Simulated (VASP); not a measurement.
# CaO (Fm-3m) in VASP: notebook

CaO is run at these levels: PBE; tasks: relaxation of cell and atoms, single point.

Program: VASP 6.6.1. These are calculated values, not measurements. Logs are shortened: lines on timing, memory, paths and dates and some standing lists are left out, and cuts for length are marked.

## 1. The cell of the first run

The structure is cubic, space group Fm-3m (No. 225). Conventional cell: a = 4.813 Å, b = 4.813 Å, c = 4.813 Å, α = 90.00°, β = 90.00°, γ = 90.00°. Ca (site symmetry m-3m) has 6 O at 2.41 Å within 3.2 Å. O (site symmetry m-3m) has 6 Ca at 2.41 Å within 3.2 Å.

## 2. Relaxation of cell and atoms, PBE, target pressure 50 GPa, at which the enthalpy is minimised

Input file INCAR:

```
SYSTEM = CaO
ALGO = Normal
EDIFF = 1E-7
EDIFFG = -0.002
ENCUT = 600
GGA = PE
GGA_COMPAT = .FALSE.
IBRION = 2
ISIF = 3
ISMEAR = 0
LASPH = .TRUE.
LCHARG = .FALSE.
LREAL = .FALSE.
LWAVE = .FALSE.
NELM = 120
NELMIN = 4
NSW = 100
PREC = Accurate
PSTRESS = 500.0
SIGMA = 0.02
```

Input file KPOINTS:

```
k-points
0
G
  8 8 8
  0 0 0
```

Input file POSCAR:

```
CaO
1.0
    0.0000000000      2.4065000000      2.4065000000
    2.4065000000      0.0000000000      2.4065000000
    2.4065000000      2.4065000000      0.0000000000
Ca O
1 1
Direct
    0.0000000000      0.0000000000      0.0000000000
    0.5000000000      0.5000000000      0.5000000000
```

Potentials or basis: VASP PAW PBE potentials, release 64 (Ca_sv, O).

Command:

```console
> cat potpaw_PBE.64/Ca_sv/POTCAR potpaw_PBE.64/O/POTCAR > POTCAR
> mpirun -np 1 vasp_std > vasp.out
```

OUTCAR:

```text
SYSTEM = CaO
   EDIFF = 1E-7
   EDIFFG = -0.002
   ENCUT = 600
   GGA = PE
   IBRION = 2
   ISIF = 3
   ISMEAR = 0
   LASPH = .TRUE.
   LREAL = .FALSE.
   NELM = 120
   NELMIN = 4
   NSW = 100
   PREC = Accurate
   PSTRESS = 500.0

 ion  position               nearest neighbor table
   1  0.000  0.000  0.000-   2 2.41   2 2.41   2 2.41   2 2.41   2 2.41   2 2.41
   2  0.500  0.500  0.500-   1 2.41   1 2.41   1 2.41   1 2.41   1 2.41   1 2.41

  LATTYP: Found a face centered cubic cell.
 ALAT       =     4.8130000000

  Lattice vectors:

 A1 = (   0.0000000000,   2.4065000000,   2.4065000000)
 A2 = (   2.4065000000,   0.0000000000,   2.4065000000)
 A3 = (   2.4065000000,   2.4065000000,   0.0000000000)

Analysis of symmetry for initial positions (statically):
=====================================================================
 Subroutine PRICEL returns:
 Original cell was already a primitive cell.

 Routine SETGRP: Setting up the symmetry group for a
 face centered cubic supercell.

 Subroutine GETGRP returns: Found 48 space group operations
 (whereof 48 operations were pure point group operations)
 out of a pool of 48 trial point group operations.

The static configuration has the point symmetry O_h .

Analysis of symmetry for dynamics (positions and initial velocities):
=====================================================================
 Subroutine PRICEL returns:
 Original cell was already a primitive cell.

 Routine SETGRP: Setting up the symmetry group for a
 face centered cubic supercell.

 Subroutine GETGRP returns: Found 48 space group operations
 (whereof 48 operations were pure point group operations)
 out of a pool of 48 trial point group operations.

The dynamic configuration has the point symmetry O_h .

 Subroutine INISYM returns: Found 48 space group operations
 (whereof 48 operations are pure point group operations),
 and found     1 'primitive' translations

----------------------------------------------------------------------------------------

                                     Primitive cell

  volume of cell :      27.8732

  direct lattice vectors                    reciprocal lattice vectors
     0.000000000  2.406500000  2.406500000    -0.207770621  0.207770621  0.207770621
     2.406500000  0.000000000  2.406500000     0.207770621 -0.207770621  0.207770621
     2.406500000  2.406500000  0.000000000     0.207770621  0.207770621 -0.207770621

  length of vectors
     3.403304938  3.403304938  3.403304938     0.359869272  0.359869272  0.359869272

  position of ions in fractional coordinates (direct lattice)
     0.000000000  0.000000000  0.000000000
     0.500000000  0.500000000  0.500000000

  ion indices of the primitive-cell ions
   primitive index   ion index
                 1           1
                 2           2

----------------------------------------------------------------------------------------

 KPOINTS: k-points

Automatic generation of k-mesh.
 Grid dimensions read from file:
 generate k-points for:    8    8    8

 Generating k-lattice:

  Cartesian coordinates                     Fractional coordinates (reciprocal lattice)
    -0.025971328  0.025971328  0.025971328     0.125000000  0.000000000  0.000000000
     0.025971328 -0.025971328  0.025971328     0.000000000  0.125000000  0.000000000
     0.025971328  0.025971328 -0.025971328     0.000000000  0.000000000  0.125000000

  Length of vectors
     0.044983659  0.044983659  0.044983659

  Shift w.r.t. Gamma in fractional coordinates (k-lattice)
     0.000000000  0.000000000  0.000000000

 Subroutine IBZKPT returns following result:
 ===========================================

 Found     29 irreducible k-points:

 Following reciprocal coordinates:
            Coordinates               Weight
  0.000000  0.000000  0.000000      1.000000
  0.125000  0.000000  0.000000      8.000000
  0.250000  0.000000  0.000000      8.000000
  0.375000  0.000000  0.000000      8.000000
  0.500000  0.000000  0.000000      4.000000
  0.125000  0.125000  0.000000      6.000000
[... 16 lines left out ...]
  0.500000  0.250000  0.125000     48.000000
 -0.375000  0.250000  0.125000     24.000000
 [... further k-points ...]
   k-points           NKPTS =     29   k-points in BZ     NKDIM =     29   number of bands    NBANDS=     12
   number of dos      NEDOS =    301   number of ions     NIONS =      2
   total plane-waves  NPLWV =  21952
   dimension x,y,z NGX =    28 NGY =   28 NGZ =   28
   dimension x,y,z NGXF=    56 NGYF=   56 NGZF=   56
   ions per type =               1   1
   NGX,Y,Z   is equivalent  to a cutoff of  13.68, 13.68, 13.68 a.u.
   NGXF,Y,Z  is equivalent  to a cutoff of  27.36, 27.36, 27.36 a.u.
 SYSTEM =  CaO
   PREC   = accura    normal or accurate (medium, high low for compatibility)
   ISTART =      0    job   : 0-new  1-cont  2-samecut
   ICHARG =      2    charge: 1-file 2-atom 10-const
   ISPIN  =      1    spin polarized calculation?
   LNONCOLLINEAR =      F non collinear calculations
   LSORBIT =      F    spin-orbit coupling
   LASPH  =      T    aspherical Exc in radial PAW
   ENCUT  =  600.0 eV  44.10 Ry    6.64 a.u.   6.80  6.80  6.80*2*pi/ulx,y,z
   NELM   =    120;   NELMIN=  4; NELMDL= -5     # of ELM steps
   EDIFF  = 0.1E-06   stopping-criterion for ELM
   LREAL  =      F    real-space projection
   EDIFFG = -.2E-02   stopping-criterion for IOM
   NSW    =    100    number of steps for IOM
   IBRION =      2    ionic relax: 0-MD 1-quasi-New 2-CG
   NFREE  =      1    steps in history (QN), initial steepest desc. (CG)
   ISIF   =      3    stress and relaxation
   ISYM   =      2    0-nonsym 1-usesym 2-fastsym
   POTIM  = 0.5000    time-step for ionic-motion
   TEBEG  =    0.0;   TEEND  =   0.0 temperature during run
   PSTRESS=  500.0 pullay stress
   NELECT =      16.0000    total number of electrons
   NUPDOWN=      -1.0000    fix difference up-down
   EMIN   =  10.00;   EMAX   =-10.00  energy-range for DOS
   EFERMI =   0.00;   METHOD = LEGACY
   ISMEAR =     0;   SIGMA  =   0.02  broadening in eV -4-tet -1-fermi 0-gaus
   EFERMI_NEDOS =   21; number of points for ismear=-14 and -15
   IALGO  =     38    algorithm
   IMIX   =      4    mixing-type and parameters
     AMIX     =   0.40;   BMIX     =  1.00
     AMIX_MAG =   1.60;   BMIX_MAG =  1.00
  volume/ion in A,a.u.               =      13.94        94.05
  Fermi-wavevector in a.u.,A,eV,Ry     =   1.360564  2.571093 25.186211  1.851134
  Thomas-Fermi vector in A             =   2.487215
   LORBIT       =      0    0 simple, 1 ext, 2 COOP (PROOUT), +10 PAW based schemes
   GGA     = PE    functional components
   LHFCALC =     F    Hartree Fock is set to
   AEXX    =    0.0000 exact exchange contribution
   IVDW    =     0    specifies the selected vdW correction
   LEPSILON=     F    determine dielectric tensor
   LRPA    =     F    only Hartree local field effects (RPA)
 conjugate gradient relaxation of ions
 non-spin polarized calculation
 Gauss-broadening in eV      SIGMA  =   0.02
  energy-cutoff  :      600.00
  volume of cell :       27.87
 maximum number of plane-waves:       950
   NGX = 13   NGY = 13   NGZ = 13

--------------------------------------- Ionic step        1  -------------------------------------------

 number of electron      15.9999998 magnetization

 Free energy of the ion-electron system (eV)
  ---------------------------------------------------
  ext. energy  EPLUGINS =         0.00000000
  ---------------------------------------------------
  free energy    TOTEN  =       -12.80505196 eV

  energy without entropy =      -12.80505196  energy(sigma->0) =      -12.80505196

------------------------ aborting loop because EDIFF is reached ----------------------------------------

  FORCE on cell =-STRESS in cart. coord.  units (eV):
  Direction    XX          YY          ZZ          XY          YZ          ZX
  --------------------------------------------------------------------------------------
  -------------------------------------------------------------------------------------
  Total        0.2922518      0.2922518      0.2922518     -0.0000000      0.0000000      0.0000000
  in kB       16.7988732     16.7988732     16.7988732     -0.0000000      0.0000000      0.0000000
  external PRESSURE =    -483.2011268 kB  Pullay stress =     500.0000000 kB
[... 93 lines left out ...]
  FREE ENERGIE OF THE ION-ELECTRON SYSTEM (eV)
  ---------------------------------------------------
  free  energy   TOTEN  =       -12.2019536824 eV

  energy  without entropy=      -12.2019536824  energy(sigma->0) =      -12.20195368

  enthalpy is  TOTEN    =        -5.1996181592 eV   P V=        7.0023355232

[... ionic steps 4 to 14 ...]

--------------------------------------- Ionic step       15  -------------------------------------------

 number of electron      15.9999999 magnetization

------------------------ aborting loop because EDIFF is reached ----------------------------------------

  FORCE on cell =-STRESS in cart. coord.  units (eV):
  Direction    XX          YY          ZZ          XY          YZ          ZX
  --------------------------------------------------------------------------------------
  -------------------------------------------------------------------------------------
  Total        6.7475027      6.7475027      6.7475027      0.0000000      0.0000000      0.0000000
  in kB      497.4427920    497.4427920    497.4427920      0.0000000      0.0000000      0.0000000
  external PRESSURE =      -2.5572080 kB  Pullay stress =     500.0000000 kB
[... 61 lines left out ...]
  enthalpy is  TOTEN    =        -5.2207919133 eV   P V=        6.7612306659

--------------------------------------- Ionic step       17  -------------------------------------------

 number of electron      15.9999999 magnetization

 Free energy of the ion-electron system (eV)
  ---------------------------------------------------
  ext. energy  EPLUGINS =         0.00000000
  ---------------------------------------------------
  free energy    TOTEN  =       -11.99746210 eV

  energy without entropy =      -11.99746210  energy(sigma->0) =      -11.99746210

 E-fermi :   4.0912     XC(G=0): -11.7366

 val. band max:        3.9578627975   @ k =   0.0000   0.0000   0.0000
 cond. band min:       7.3516057782   @ k =   0.5000   0.5000   0.0000
 fundamental gap:      3.3937429807
 Fermi energy:         4.0911760667

 k-point     1 :       0.0000    0.0000    0.0000
  band No.  band energies     occupation
      1     -32.8427      2.00000
      2     -13.3009      2.00000
      3     -13.3009      2.00000
      4     -13.3009      2.00000
      5     -12.0475      2.00000
      6       3.9579      2.00000
      7       3.9579      2.00000
      8       3.9579      2.00000
      9      10.6834      0.00000
     10      10.6834      0.00000
     11      10.6834      0.00000
     12      10.9749      0.00000
[... 331 lines left out ...]
 k-point    24 :      -0.3750    0.2500    0.1250
  band No.  band energies     occupation
      1     -32.4975      2.00000
      2     -15.4985      2.00000
      3     -13.8315      2.00000
      4     -13.5751      2.00000
      5     -10.1259      2.00000
      6       1.5040      2.00000
      7       2.5150      2.00000
      8       2.6011      2.00000
      9      11.6546      0.00000
     10      11.7359      0.00000
     11      14.1743      0.00000
     12      14.9197      0.00000

 [... further k-points ...]

------------------------ aborting loop because EDIFF is reached ----------------------------------------

  FORCE on cell =-STRESS in cart. coord.  units (eV):
  Direction    XX          YY          ZZ          XY          YZ          ZX
  --------------------------------------------------------------------------------------
  -------------------------------------------------------------------------------------
  Total        6.7805361      6.7805361      6.7805361      0.0000000     -0.0000000      0.0000000
  in kB      500.2934770    500.2934770    500.2934770      0.0000000     -0.0000000      0.0000000
  external PRESSURE =       0.2934770 kB  Pullay stress =     500.0000000 kB
[... 17 lines left out ...]
  FREE ENERGIE OF THE ION-ELECTRON SYSTEM (eV)
  ---------------------------------------------------
  free  energy   TOTEN  =       -11.9974620985 eV

  energy  without entropy=      -11.9974620985  energy(sigma->0) =      -11.99746210

  enthalpy is  TOTEN    =        -5.2209035293 eV   P V=        6.7765585692

 reached required accuracy - stopping structural energy minimisation
```

Wall time 70 s (1 thread of AMD EPYC 9R45 (Zen 5), shared host); peak memory 0.15 GiB.

Results:

* Free energy: -11.9975 eV
* Relaxed volume: 10.86 Å³/atom
* Relaxed cell: a = 3.132 Å, b = 3.132 Å, c = 3.132 Å, α = 60.00°, β = 60.00°, γ = 60.00°
* Space group after relaxing (to 0.1 Å): Fm-3m (No. 225)
* Energy change on relaxing (the run minimises the enthalpy): +403.8 meV/atom
* Ionic steps: 17
* Pressure after relaxing: 50.0 GPa
* Band gap on the k mesh: 3.39 eV (least direct gap 3.65 eV)

Step by step:
```csv
step,energy change (eV),largest force (eV/Å),pressure (GPa),volume (Å³)
1,0.0000,0.0000,1.68,27.87
2,7.9440,0.0000,333.00,14.12
3,0.6031,0.0000,40.78,22.44
4,0.7312,0.0000,46.63,21.97
5,0.8080,0.0000,50.04,21.71
6,0.7731,0.0000,48.50,21.83
7,0.7752,0.0000,48.59,21.82
8,0.7815,0.0000,48.85,21.80
9,0.7816,0.0000,48.88,21.80
10,0.7819,0.0000,48.89,21.80
11,0.7825,0.0000,48.92,21.80
12,0.7838,0.0000,48.97,21.79
13,0.7864,0.0000,49.08,21.78
14,0.7916,0.0000,49.30,21.77
15,0.8020,0.0000,49.74,21.73
16,0.8230,0.0000,50.70,21.67
17,0.8076,0.0000,50.03,21.71
```

Final structure:
```xyz
2
Lattice="0.0000 2.2143 2.2143 2.2143 0.0000 2.2143 2.2143 2.2143 0.0000" Properties=species:S:1:pos:R:3 pbc="T T T"
Ca    0.0000    0.0000    0.0000
O     2.2143    2.2143    2.2143
```

Levels at points of the mesh, in eV from the valence-band top:
| k point | band 4 | band 5 | band 6 | band 7 | band 8 | band 9 | band 10 | band 11 | band 12 |
| --- | --- | --- | --- | --- | --- | --- | --- | --- | --- |
| (0.00, 0.00, 0.00) | -17.26 | -16.01 | 0.00 | 0.00 | 0.00 | 6.73 | 6.73 | 6.73 | 7.02 |
| (0.50, 0.00, 0.00) | -17.35 | -13.45 | -3.27 | -1.81 | -1.81 | 8.22 | 9.71 | 9.71 | 10.55 |
| (0.50, 0.50, 0.00) | -17.76 | -15.89 | -1.00 | -0.25 | -0.25 | 3.39 | 10.04 | 10.30 | 11.24 |

Caveat: the cell is relaxed towards a set pressure, so the run minimises the enthalpy, not the energy; the volume moved by over 15 % at a fixed basis, so the end points are rough.

## 3. Single point, PBE

This run uses another cell than the first one, of 10.03 Å³/atom.

Input file INCAR:

```
PREC = Accurate ; ENCUT = 600
EDIFF = 1E-6 ; ISMEAR = 0
SIGMA = 0.02 ; LREAL = False
LASPH = True ; NELM = 120
ALGO = Normal ; ISIF = 2
LWAVE = False ; LCHARG = False
GGA = PE ; NBANDS = 15
GGA_COMPAT = False
```

Input file KPOINTS:

```
Automatic mesh
0
Gamma
  14 14 14
```

Input file POSCAR:

```
CaO
1.0
    0.0000000000      2.1567859996      2.1567859996
    2.1567859996      0.0000000000      2.1567859996
    2.1567859996      2.1567859996      0.0000000000
Ca O
1 1
Direct
    0.0000000000      0.0000000000      0.0000000000
    0.5000000000      0.5000000000      0.5000000000
```

Potentials or basis: VASP PAW PBE potentials, release 64 (Ca_sv, O).

Command:

```console
> cat potpaw_PBE.64/Ca_sv/POTCAR potpaw_PBE.64/O/POTCAR > POTCAR
> mpirun -np 1 vasp_std > vasp.out
```

It took 14 s on 1 thread of AMD EPYC 9R45 (Zen 5), shared host; peak memory 0.14 GiB.

Results (log left out):

```
Free energy            : -11.3338 eV
Pressure               : 77.1 GPa
Band gap on the k mesh : 3.23 eV (least direct gap 3.40 eV)
```

Levels at points of the mesh, in eV from the valence-band top:
| k point | band 6 | band 7 | band 8 | band 9 | band 10 | band 11 |
| --- | --- | --- | --- | --- | --- | --- |
| (0.00, 0.00, 0.00) | 0.00 | 0.00 | 0.00 | 6.83 | 6.83 | 6.83 |
| (0.50, 0.00, 0.00) | -3.50 | -2.06 | -2.06 | 8.61 | 10.14 | 10.14 |
| (0.50, 0.50, 0.00) | -0.80 | -0.17 | -0.17 | 3.23 | 10.74 | 10.76 |

Caveat: the cell stands under pressure.

## 4. Single point, PBE

This run uses another cell than the first one, of 10.80 Å³/atom.

Input file INCAR:

```
ALGO = Normal
EDIFF = 1E-6
ENCUT = 600
GGA = PE
GGA_COMPAT = False
ISIF = 2
ISMEAR = 0
LASPH = True
LCHARG = False
LREAL = False
LWAVE = False
NBANDS = 15
NELM = 120
PREC = Accurate
SIGMA = 0.02
```

Input file KPOINTS:

```
k-points
0
Gamma
  14 14 14
```

Input file POSCAR:

```
CaO
1.0
    0.0000000000      2.2105048660      2.2105048660
    2.2105048660      0.0000000000      2.2105048660
    2.2105048660      2.2105048660      0.0000000000
Ca O
1 1
Direct
    0.0000000000      0.0000000000      0.0000000000
    0.5000000000      0.5000000000      0.5000000000
```

Command:

```console
> cat potpaw_PBE.64/Ca_sv/POTCAR potpaw_PBE.64/O/POTCAR > POTCAR
> mpirun -np 1 vasp_std > vasp.out
```

Run time: 24 s. Hardware: 1 thread of AMD EPYC 9R45 (Zen 5), shared host; peak memory 0.16 GiB.

Results (log left out):

| Item | Value |
| --- | --- |
| Free energy | -11.9485 eV |
| Pressure | 51.6 GPa |
| Band gap on the k mesh | 3.38 eV (least direct gap 3.63 eV) |

Levels at points of the mesh, in eV from the valence-band top:
```tsv
k point	band 5	band 6	band 7	band 8	band 9	band 10	band 11	band 12
(0.00, 0.00, 0.00)	-16.02	0.00	0.00	0.00	6.73	6.73	6.73	7.07
(0.50, 0.00, 0.00)	-13.43	-3.29	-1.82	-1.82	8.25	9.73	9.73	10.59
(0.50, 0.50, 0.00)	-15.91	-0.99	-0.25	-0.25	3.38	10.08	10.33	11.28
```

Caveat: the cell stands under pressure. A k mesh can miss the band edges.

## 5. Overview

```csv
task,cell,k mesh,gap on the mesh (eV),pressure (GPa)
relaxation of cell and atoms,"relaxed to 50 GPa from a = 3.403 Å, angles 60.0°, 2 atoms",8 × 8 × 8,3.39,50.0
single point,"a = 3.050 Å, angles 60.0°, 2 atoms",14 × 14 × 14,3.23,77.1
single point,"a = 3.126 Å, angles 60.0°, 2 atoms",14 × 14 × 14,3.38,51.6
```

Alike in all rows: level PBE; potentials or basis VASP PAW PBE potentials, release 64 (Ca_sv, O); no spin polarisation; cutoff (eV) 600; smearing gaussian 0.02 eV.

Caveats: the cell stands under pressure (at least some runs); the cell is relaxed towards a set pressure, so the run minimises the enthalpy, not the energy (at least some runs); the volume moved by over 15 % at a fixed basis, so the end points are rough (at least some runs).

Absolute energies hang on the potentials; compare differences alone.
